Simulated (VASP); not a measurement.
A run of VASP 6.6.1:

Contents of INCAR:

```
PREC     = Accurate       # precision mode
ENCUT    = 520            # plane-wave cutoff, eV
EDIFF    = 1E-7           # SCF threshold, eV
ISMEAR   = -1             # smearing method
SIGMA    = 0.1            # smearing width, eV
LREAL    = False          # projectors in reciprocal space
LASPH    = True           # aspherical terms in the spheres
NELM     = 60             # most SCF steps
ALGO     = Normal         # electronic algorithm
ISIF     = 2              # what is computed and relaxed
LWAVE    = False          # write WAVECAR
LCHARG   = True           # write CHGCAR
GGA      = RE             # functional
LELF     = True           # ELF
LVHAR    = True         
NBANDS   = 13             # bands
```

Contents of KPOINTS:

```
regular mesh
0
Gamma
  14 14 14
```

Contents of POSCAR:

```
Ru
1.0
    2.5556125247      0.0000000000      0.0000000000
    0.0000000000      2.5556125247      0.0000000000
    0.0000000000      0.0000000000      2.5556125247
Ru
1
Direct
    0.0000000000      0.0000000000      0.0000000000
```

Potentials or basis: VASP PAW PBE potentials, release 64 (Ru_pv).

The run is started by

```sh
$ cat potpaw_PBE.64/Ru_pv/POTCAR > POTCAR
$ mpirun -np 1 vasp_std > vasp.out
```

Hardware: 1 thread of Intel Xeon 8259CL (shared host).

Task: Estimate the wall time of this run.

Result: Run time: 24 s on 1 thread of Intel Xeon 8259CL, on a shared host, peak memory 0.14 GiB. Counts: scf iterations 12, k points 120.
